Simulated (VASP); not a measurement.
The system is Os.

```
Os
1.0
    -1.57210    1.57210    1.57210
     1.57210   -1.57210    1.57210
     1.57210    1.57210   -1.57210
Os
1
Direct
  0.00000 0.00000 0.00000
```

```yaml
Program: VASP 6.6.1
Task: relaxation of cell and atoms
Functional: PBE
Potentials_or_basis: VASP PAW PBE potentials, release 64 (Os)
Cutoff: 600 eV
k_mesh: 8 × 8 × 8
Occupations: gaussian, width 0.1 eV
Spin: no spin polarisation
```

At the start: pressure -16.1 GPa; volume 15.54 Å³/atom.

Where does the relaxation end?

Over 4 steps the energy falls by 40.6 meV/atom and the volume is 14.79 Å³/atom (-4.8 %); space group Im-3m (No. 229, to 0.05 Å).

The path:
| step | energy change (eV) | largest force (eV/Å) | pressure (GPa) | volume (Å³) |
| --- | --- | --- | --- | --- |
| 1 | 0.0000 | 0.0000 | -16.07 | 15.54 |
| 2 | 0.6261 | 0.0000 | 102.84 | 12.29 |
| 3 | -0.0404 | 0.0000 | -1.41 | 14.83 |
| 4 | -0.0406 | 0.0000 | -0.36 | 14.79 |

Final structure:
```
Os
1.0
    -1.54626    1.54626    1.54626
     1.54626   -1.54626    1.54626
     1.54626    1.54626   -1.54626
Os
1
Direct
  0.00000 0.00000 0.00000
```
